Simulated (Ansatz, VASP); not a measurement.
# Two plane-wave programs on Mg7Te

```xyz
8
Lattice="6.7845 0.0000 0.0000 0.0000 6.7845 0.0000 0.0000 0.0000 6.7845" Properties=species:S:1:pos:R:3 pbc="T T T"
Mg    1.5941    1.5941    1.5941
Mg    0.0000    3.3923    3.3923
Mg    3.3923    3.3923    0.0000
Mg    3.3923    0.0000    3.3923
Mg    5.1904    1.5941    5.1904
Mg    5.1904    5.1904    1.5941
Mg    1.5941    5.1904    5.1904
Te    0.0000    0.0000    0.0000
```

Change from the starting cell: species swapped into the Si7Ge type (P-43m, No. 215).

Alike in both runs: functional PBE; k mesh 3 × 3 × 3; occupations gaussian, width 0.2 eV; no spin polarisation.

Ansatz relaxed the structure, and its values are those at the end. VASP's run is a single point on that final structure, the one shown.

|  | VASP | Ansatz |
| --- | --- | --- |
| version | VASP 6.6.1 | Ansatz 0.2.0 |
| potentials or method | VASP PAW PBE potentials, release 64 (Mg, Te), cutoff 600 eV | scalar-relativistic, plane waves, PAW |
| valence electrons in the cell | 20 | 86 |

VASP gave:

| Quantity | Value |
| --- | --- |
| gap on the k mesh at the Fermi level (eV) | none |
| pressure (GPa) | 0.7 |
| rms of the force components (eV/Å) | 0.010 |

What did Ansatz give for the same quantities?

gap on the k mesh at the Fermi level (eV): none; pressure (GPa): 0.7; rms of the force components (eV/Å): 0.007.

A gap of «none» marks a metal or a gap that the smearing closes. VASP's potentials hold 20 valence electrons a cell and Ansatz's 86, so a difference there can come from the potentials and not from the codes.

Neither program's run includes spin-orbit coupling.
